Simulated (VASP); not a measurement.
Set up this calculation in VASP 6.6.1, as the native input.

* Task: single point
* Functional: RPBE
* Potentials or basis: VASP PAW PBE potentials, release 64 (Zn)
* Cutoff: 520 eV
* k mesh: 7 × 7 × 3
* Occupations: fermi-dirac, width 0.05 eV
* Spin: no spin polarisation
* Dipole correction: no
* Further INCAR settings: ALGO = Normal; EDIFF = 1e-06; NBANDS = 19

The structure of Zn lies in POSCAR:

```
Zn
1.0
    2.6700000000      0.0000000000      0.0000000000
   -1.3350000000      2.3122878281      0.0000000000
    0.0000000000      0.0000000000      4.9660000000
Zn
2
Direct
    0.6666666667      0.3333333333      0.7500000000
    0.3333333333      0.6666666667      0.2500000000
```

These files were run (other wordings do the same):

INCAR

```
SYSTEM = Zn
  PREC = Accurate
  ENCUT = 520
  EDIFF = 1E-6
  ISMEAR = -1
  SIGMA = 0.05
  LREAL = .FALSE.
  LASPH = .TRUE.
  NELM = 80
  ALGO = Normal
  ISIF = 2
  LWAVE = .FALSE.
  LCHARG = .FALSE.
  GGA = RP
  NBANDS = 19
```

KPOINTS

```
Automatic mesh
0
G
  7 7 3
  0 0 0
```

Potentials or basis: VASP PAW PBE potentials, release 64 (Zn).

Launch:

```bash
$ cat potpaw_PBE.64/Zn/POTCAR > POTCAR
$ mpirun -np 1 vasp_std > vasp.out
```

It gave:

The pressure is 2.4 GPa and the band gap on the k mesh is zero (bands 12 and 13 overlap by 4.45 eV).

Caveat: the k points lie up to 0.42 Å⁻¹ apart, too coarse for converged energies and pressures of a metal; the PAW data sets were made with another functional, which shifts forces and pressure a little.

Run time: 16 s on 1 thread of Intel Xeon 8259CL, on a shared host, peak memory 0.14 GiB.
